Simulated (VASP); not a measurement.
Wanted: the native input for a VASP 6.6.1 run.

```
Task                   : single point
Functional             : PBEsol
Potentials or basis    : VASP PAW PBE potentials, release 64 (Ru_pv)
Cutoff                 : 520 eV
k mesh                 : 12 × 12 × 4
Occupations            : gaussian, width 0.15 eV
Spin                   : no spin polarisation
Dipole correction      : no
Further INCAR settings : ALGO = Fast; EDIFF = 1e-07; NBANDS = 36
```

The structure of Ru lies in POSCAR:

```
Ru
1.0
    2.7597424050      0.1025934295     -0.0042540828
   -1.2910226863      2.3008327732     -0.0071274721
   -0.0134507250     -0.0337880179      8.4666426551
Ru
4
Direct
    0.2781633838      0.6659622012      0.1259265703
    0.3134159599      0.6242020260      0.6185166735
    0.7078555708      0.3213702675      0.3923257798
    0.7005650855      0.3884655053      0.8632309764
```

This cell differs from its parent crystal: atoms moved at random and the cell strained at random.

These files were run (other wordings do the same):

INCAR

```
SYSTEM = Ru
PREC = Accurate
ENCUT = 520
EDIFF = 1E-7
ISMEAR = 0
SIGMA = 0.15
LREAL = .False.
LASPH = .True.
NELM = 100
ALGO = Fast
ISIF = 2
LWAVE = .False.
LCHARG = .False.
GGA = PS
NBANDS = 36
```

KPOINTS

```
regular mesh
0
Gamma
  12 12 4
  0 0 0
```

Potentials or basis: VASP PAW PBE potentials, release 64 (Ru_pv).

Launch:

```bash
$ cat potpaw_PBE.64/Ru_pv/POTCAR > POTCAR
$ mpirun -np 1 vasp_std > vasp.out
```

Results of the run:

```
Pressure               : -3.0 GPa
Largest force          : 3.212 eV/Å
Band gap on the k mesh : zero (bands 28 and 29 overlap by 2.54 eV)
```

Caveat: the cell differs from its parent crystal (atoms moved at random and the cell strained at random); the stress differs along the axes, from -10 to 7 GPa; the PAW data sets were made with another functional, which shifts forces and pressure a little.

Wall time 4.1 min on 1 thread of Intel(R) Xeon(R) 6975P-C (Granite Rapids), with other jobs on the host, peak memory 0.48 GiB.
